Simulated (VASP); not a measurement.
# VCrC2 (R-3m) in VASP: single point with PBE+U

Aim: the single point of VCrC2 with PBE+U.

Everything below comes from runs of VASP 6.6.1. Logs are shortened: lines on timing, memory, paths and dates and some standing lists are left out, and cuts for length are marked.

### 1 The cell of the first run

It takes space group R-3m (No. 166, trigonal). The conventional cell has a = 2.921 Å, b = 2.921 Å, c = 14.218 Å, α = 90.00°, β = 90.00°, γ = 120.00°. Within 2.7 Å of Cr (site symmetry -3m) lie 6 C at 2.05 Å. Within 2.7 Å of V (site symmetry -3m) lie 6 C at 2.07 Å. C (site symmetry 3m) has 3 Cr at 2.05 Å and 3 V at 2.07 Å within 2.7 Å.

### 2 Single point, PBE+U, collinear spin, ferromagnetic start

INCAR

```
ALGO = Normal ; EDIFF = 1E-6
ENCUT = 520 ; GGA = PE
ISIF = 2 ; ISMEAR = -1
ISPIN = 2 ; LASPH = T
LCHARG = T ; LDAU = T
LDAUJ = 0 0 0 ; LDAUL = 2 2 -1
LDAUPRINT = 1 ; LDAUTYPE = 2
LDAUU = 3 3 0 ; LELF = T
LMAXMIX = 4 ; LORBIT = 11
LREAL = F ; LVHAR = T
LWAVE = F ; MAGMOM = 3 2 0 0
NBANDS = 28 ; NELM = 150
PREC = Accurate ; SIGMA = 0.05
```

KPOINTS

```
k-points
0
Gamma
  11 11 11
```

POSCAR

```
VCrC2
1.0
    1.4606320425      0.8432963029      4.7393853233
   -1.4606320425      0.8432963029      4.7393853233
    0.0000000000     -1.6865926058      4.7393853233
Cr V C
1 1 2
Direct
    0.5000000000      0.5000000000      0.5000000000
    0.0000000000      0.0000000000      0.0000000000
    0.2487590000      0.2487590000      0.2487590000
    0.7512410000      0.7512410000      0.7512410000
```

Potentials or basis: VASP PAW PBE potentials, release 64 (Cr_pv, V_sv, C).

Started as:

```
cat potpaw_PBE.64/Cr_pv/POTCAR potpaw_PBE.64/V_sv/POTCAR potpaw_PBE.64/C/POTCAR > POTCAR
mpirun -np 1 vasp_std > vasp.out
```

OUTCAR:

```text
EDIFF = 1E-6
   ENCUT = 520
   GGA = PE
   ISIF = 2
   ISMEAR = -1
   ISPIN = 2
   LASPH = T
   LORBIT = 11
   LREAL = F
   NELM = 150
   PREC = Accurate

 ion  position               nearest neighbor table
   1  0.500  0.500  0.500-   3 2.05   4 2.05   3 2.05   3 2.05   4 2.05   4 2.05   2 2.91   2 2.91
                             2 2.91   2 2.91   2 2.91   2 2.91
   2  0.000  0.000  0.000-   4 2.07   3 2.07   4 2.07   4 2.07   3 2.07   3 2.07   1 2.91   1 2.91
                             1 2.91   1 2.91   1 2.91   1 2.91
   3  0.249  0.249  0.249-   1 2.05   1 2.05   1 2.05   2 2.07   2 2.07   2 2.07
   4  0.751  0.751  0.751-   1 2.05   1 2.05   1 2.05   2 2.07   2 2.07   2 2.07

  LATTYP: Found a trigonal (rhomboedric) cell.
 ALAT       =     5.0305434956
 COS(alpha) =     0.8313905832

  Lattice vectors:

 A1 = (   1.4606320425,   0.8432963029,   4.7393853233)
 A2 = (  -1.4606320425,   0.8432963029,   4.7393853233)
 A3 = (   0.0000000000,  -1.6865926058,   4.7393853233)

Analysis of symmetry for initial positions (statically):
=====================================================================
 Subroutine PRICEL returns:
 Original cell was already a primitive cell.

 Routine SETGRP: Setting up the symmetry group for a
 trigonal (rhombohedral) supercell.

 Subroutine GETGRP returns: Found 12 space group operations
 (whereof 12 operations were pure point group operations)
 out of a pool of 12 trial point group operations.

The static configuration has the point symmetry D_3d.

Analysis of symmetry for dynamics (positions and initial velocities):
=====================================================================
 Subroutine PRICEL returns:
 Original cell was already a primitive cell.

 Routine SETGRP: Setting up the symmetry group for a
 trigonal (rhombohedral) supercell.

 Subroutine GETGRP returns: Found 12 space group operations
 (whereof 12 operations were pure point group operations)
 out of a pool of 12 trial point group operations.

The dynamic configuration has the point symmetry D_3d.

Analysis of structural, dynamic, and magnetic symmetry:
=====================================================================
 Subroutine PRICEL returns:
 Original cell was already a primitive cell.

 Routine SETGRP: Setting up the symmetry group for a
 trigonal (rhombohedral) supercell.

 Subroutine GETGRP returns: Found 12 space group operations
 (whereof 12 operations were pure point group operations)
 out of a pool of 12 trial point group operations.

The overall configuration has the point symmetry D_3d.

 Subroutine INISYM returns: Found 12 space group operations
 (whereof 12 operations are pure point group operations),
 and found     1 'primitive' translations

----------------------------------------------------------------------------------------

                                     Primitive cell

  volume of cell :      35.0263
[... 143 lines left out ...]
  0.0000  0.0000  0.8359 -0.0000 -0.0000
 -0.1083 -0.0000 -0.0000  0.5351 -0.0000
  0.0000 -0.1083 -0.0000 -0.0000  0.7365

spin component  2

  0.1895  0.0000 -0.0000  0.0985 -0.0000
  0.0000  0.2503 -0.0000  0.0000  0.0985
 -0.0000 -0.0000  0.1194 -0.0000 -0.0000
  0.0985  0.0000 -0.0000  0.2503  0.0000
 -0.0000  0.0985 -0.0000  0.0000  0.1895

 occupancies and eigenvectors

  o =  0.1168  v =  0.0000  0.0000  0.0000  0.0000  0.0000  0.0000 -0.5937  0.0000 -0.0000  0.8047      0.0000  0.0000  0.0000  0.0000  0.0000  0.0000  0.0000  0.0000  0.0000  0.0000
  o =  0.1168  v =  0.0000  0.0000  0.0000  0.0000  0.0000 -0.8047  0.0000 -0.0000  0.5937 -0.0000      0.0000  0.0000  0.0000  0.0000  0.0000  0.0000  0.0000  0.0000  0.0000  0.0000
  o =  0.1194  v =  0.0000  0.0000  0.0000  0.0000  0.0000  0.0000  0.0000  1.0000  0.0000 -0.0000      0.0000  0.0000  0.0000  0.0000  0.0000  0.0000  0.0000  0.0000  0.0000  0.0000
  o =  0.3229  v =  0.0000  0.0000  0.0000  0.0000  0.0000  0.0000  0.8047 -0.0000  0.0000  0.5937      0.0000  0.0000  0.0000  0.0000  0.0000  0.0000  0.0000  0.0000  0.0000  0.0000
  o =  0.3229  v =  0.0000  0.0000  0.0000  0.0000  0.0000 -0.5937  0.0000  0.0000 -0.8047  0.0000      0.0000  0.0000  0.0000  0.0000  0.0000  0.0000  0.0000  0.0000  0.0000  0.0000
  o =  0.4879  v =  0.0000 -0.9168 -0.0000 -0.0000 -0.3993  0.0000  0.0000  0.0000  0.0000  0.0000      0.0000  0.0000  0.0000  0.0000  0.0000  0.0000  0.0000  0.0000  0.0000  0.0000
  o =  0.4879  v =  0.3993  0.0000 -0.0000  0.9168 -0.0000  0.0000  0.0000  0.0000  0.0000  0.0000      0.0000  0.0000  0.0000  0.0000  0.0000  0.0000  0.0000  0.0000  0.0000  0.0000
  o =  0.7837  v =  0.0000 -0.3993  0.0000 -0.0000  0.9168  0.0000  0.0000  0.0000  0.0000  0.0000      0.0000  0.0000  0.0000  0.0000  0.0000  0.0000  0.0000  0.0000  0.0000  0.0000
  o =  0.7837  v = -0.9168  0.0000 -0.0000  0.3993 -0.0000  0.0000  0.0000  0.0000  0.0000  0.0000      0.0000  0.0000  0.0000  0.0000  0.0000  0.0000  0.0000  0.0000  0.0000  0.0000
  o =  0.8359  v =  0.0000  0.0000  1.0000  0.0000 -0.0000  0.0000  0.0000  0.0000  0.0000  0.0000      0.0000  0.0000  0.0000  0.0000  0.0000  0.0000  0.0000  0.0000  0.0000  0.0000

atom =   2  type =  2  l = 2

 onsite density matrix

spin component  1

  0.3025  0.0000  0.0000  0.1127 -0.0000
  0.0000  0.3239 -0.0000  0.0000  0.1127
  0.0000 -0.0000  0.1971  0.0000 -0.0000
  0.1127  0.0000  0.0000  0.3239  0.0000
 -0.0000  0.1127 -0.0000  0.0000  0.3025

spin component  2

  0.3000 -0.0000  0.0000  0.0340 -0.0000
 -0.0000  0.3964 -0.0000  0.0000  0.0340
  0.0000 -0.0000  0.2750 -0.0000 -0.0000
  0.0340  0.0000 -0.0000  0.3964  0.0000
 -0.0000  0.0340 -0.0000  0.0000  0.3000

 occupancies and eigenvectors

  o =  0.1971  v =  0.0000  0.0000 -1.0000  0.0000 -0.0000  0.0000  0.0000  0.0000  0.0000  0.0000      0.0000  0.0000  0.0000  0.0000  0.0000  0.0000  0.0000  0.0000  0.0000  0.0000
  o =  0.2000  v =  0.0000  0.6727  0.0000 -0.0000 -0.7399  0.0000  0.0000  0.0000  0.0000  0.0000      0.0000  0.0000  0.0000  0.0000  0.0000  0.0000  0.0000  0.0000  0.0000  0.0000
  o =  0.2000  v = -0.7399  0.0000  0.0000  0.6727 -0.0000  0.0000  0.0000  0.0000  0.0000  0.0000      0.0000  0.0000  0.0000  0.0000  0.0000  0.0000  0.0000  0.0000  0.0000  0.0000
  o =  0.2750  v =  0.0000  0.0000  0.0000  0.0000  0.0000  0.0000 -0.0000  1.0000 -0.0000  0.0000      0.0000  0.0000  0.0000  0.0000  0.0000  0.0000  0.0000  0.0000  0.0000  0.0000
  o =  0.2892  v =  0.0000  0.0000  0.0000  0.0000  0.0000  0.0000  0.3027  0.0000 -0.0000 -0.9531      0.0000  0.0000  0.0000  0.0000  0.0000  0.0000  0.0000  0.0000  0.0000  0.0000
  o =  0.2892  v =  0.0000  0.0000  0.0000  0.0000  0.0000 -0.9531  0.0000  0.0000  0.3027 -0.0000      0.0000  0.0000  0.0000  0.0000  0.0000  0.0000  0.0000  0.0000  0.0000  0.0000
  o =  0.4072  v =  0.0000  0.0000  0.0000  0.0000  0.0000  0.0000 -0.9531  0.0000 -0.0000 -0.3027      0.0000  0.0000  0.0000  0.0000  0.0000  0.0000  0.0000  0.0000  0.0000  0.0000
  o =  0.4072  v =  0.0000  0.0000  0.0000  0.0000  0.0000  0.3027  0.0000  0.0000  0.9531 -0.0000      0.0000  0.0000  0.0000  0.0000  0.0000  0.0000  0.0000  0.0000  0.0000  0.0000
  o =  0.4264  v =  0.0000 -0.7399  0.0000 -0.0000 -0.6727  0.0000  0.0000  0.0000  0.0000  0.0000      0.0000  0.0000  0.0000  0.0000  0.0000  0.0000  0.0000  0.0000  0.0000  0.0000
  o =  0.4264  v = -0.6727  0.0000 -0.0000 -0.7399  0.0000  0.0000  0.0000  0.0000  0.0000  0.0000      0.0000  0.0000  0.0000  0.0000  0.0000  0.0000  0.0000  0.0000  0.0000  0.0000

 number of electron      32.9999997 magnetization       1.9337301

 Free energy of the ion-electron system (eV)
  ---------------------------------------------------
  ext. energy  EPLUGINS =         0.00000000
  ---------------------------------------------------
  free energy    TOTEN  =       -31.38399861 eV

  energy without entropy =      -31.36807743  energy(sigma->0) =      -31.37603802

 E-fermi :  11.0381     XC(G=0): -13.5263

 val. band max:       11.0302168378   @ k =   0.0909   0.0909   0.0909
 cond. band min:      11.0418521767   @ k =  -0.2727   0.2727   0.2727
 fundamental gap:      0.0116353389
 Fermi energy:        11.0380849216

 spin component 1

 k-point     1 :       0.0000    0.0000    0.0000
  band No.  band energies     occupation
      1     -54.3099      1.00000
      2     -33.1857      1.00000
      3     -32.9677      1.00000
      4     -32.9677      1.00000
      5     -28.1324      1.00000
      6     -28.0034      1.00000
[... 1481 lines left out ...]
     27      23.5020      0.00000
     28      23.9373      0.00000

 [... further k-points ...]

------------------------ aborting loop because EDIFF is reached ----------------------------------------

  FORCE on cell =-STRESS in cart. coord.  units (eV):
  Direction    XX          YY          ZZ          XY          YZ          ZX
  --------------------------------------------------------------------------------------
  -------------------------------------------------------------------------------------
  Total        4.1350684      4.1350684      2.7758439      0.0000000      0.0000000      0.0000000
  in kB      189.1467987    189.1467987    126.9729849      0.0000000      0.0000000      0.0000000
  external PRESSURE =     168.4221941 kB  Pullay stress =       0.0000000 kB

 VOLUME and BASIS-vectors are now :
 -----------------------------------------------------------------------------
  energy-cutoff  :      520.00
  volume of cell :       35.03
      direct lattice vectors                 reciprocal lattice vectors
     1.460632042  0.843296303  4.739385323     0.342317562  0.197637137  0.070332609
    -1.460632042  0.843296303  4.739385323    -0.342317562  0.197637137  0.070332609
     0.000000000 -1.686592606  4.739385323     0.000000000 -0.395274273  0.070332609

 POSITION                                       TOTAL-FORCE (eV/Angst)
 -----------------------------------------------------------------------------------
      0.00000      0.00000      7.10908        -0.000000     -0.000000      0.000000
      0.00000      0.00000      0.00000         0.000000     -0.000000      0.000000
      0.00000      0.00000      3.53689         0.000000     -0.000000      0.650609
      0.00000      0.00000     10.68126         0.000000      0.000000     -0.650609
 -----------------------------------------------------------------------------------
    total drift:                                0.000000      0.000000      0.000000

  FREE ENERGIE OF THE ION-ELECTRON SYSTEM (eV)
  ---------------------------------------------------
  free  energy   TOTEN  =       -31.3839986067 eV

  energy  without entropy=      -31.3680774335  energy(sigma->0) =      -31.37603802

 total charge

# of ion       s       p       d       tot
------------------------------------------
    1        0.331   6.444   4.337  11.112
    2        2.284   6.347   3.080  11.711
    3        0.894   1.553   0.000   2.447
    4        0.894   1.553   0.000   2.447
--------------------------------------------------
tot          4.403  15.897   7.417  27.717

 magnetization (x)

# of ion       s       p       d       tot
------------------------------------------
    1        0.016   0.023   2.375   2.413
    2       -0.008  -0.018  -0.217  -0.242
    3       -0.013  -0.081   0.000  -0.094
    4       -0.013  -0.081   0.000  -0.094
--------------------------------------------------
tot         -0.018  -0.158   2.158   1.982
```

Run time: 30 min. Hardware: 1 thread of Intel Xeon 8259CL, shared host; peak memory 0.45 GiB.

What came out:

```yaml
Free_energy: -31.3840 eV
Pressure: 16.8 GPa
Largest_force: 0.651 eV/Å
Net_moment: 1.93 μB per cell
Site_moments: Cr +2.41; V -0.24; C -0.09 μB
Valence_electrons_inside_the_program's_atomic_spheres: Cr 11.11; V 11.71; C 2.45
```

Forces on the atoms (eV/Å):
```
Cr   0.000  0.000  0.000
V    0.000  0.000  0.000
C    0.000  0.000  0.651
C    0.000  0.000 -0.651
```

Levels at points of the mesh, in eV from the Fermi level:
Spin up:
| k point | band 15 | band 16 | band 17 | band 18 | band 19 | band 20 |
| --- | --- | --- | --- | --- | --- | --- |
| (0.00, 0.00, 0.00) | -2.14 | -0.60 | -0.60 | 0.99 | 0.99 | 1.22 |
Spin down:
```
           k point  band 12  band 13  band 14  band 15  band 16  band 17  band 18  band 19  band 20  band 21
(0.00, 0.00, 0.00)    -4.08    -0.48    -0.48    -0.10     0.50     0.50     1.05     1.05     1.10     2.66
```

Eigenvalues of the final occupation matrices:
```tsv
site	spin	trace	eigenvalues
site 1 d	1	3.38	0.49 0.49 0.78 0.78 0.84
site 1 d	2	1.00	0.12 0.12 0.12 0.32 0.32
site 2 d	1	1.45	0.20 0.20 0.20 0.43 0.43
site 2 d	2	1.67	0.28 0.29 0.29 0.41 0.41
```

Caveat: the cell stands under pressure; an empty level that is flat over the whole mesh can mark a ghost state of the potentials, or a narrow d or f band; the U is typed as a test and isn't derived for this compound. The state reached can hang on the start; a lower one may exist.
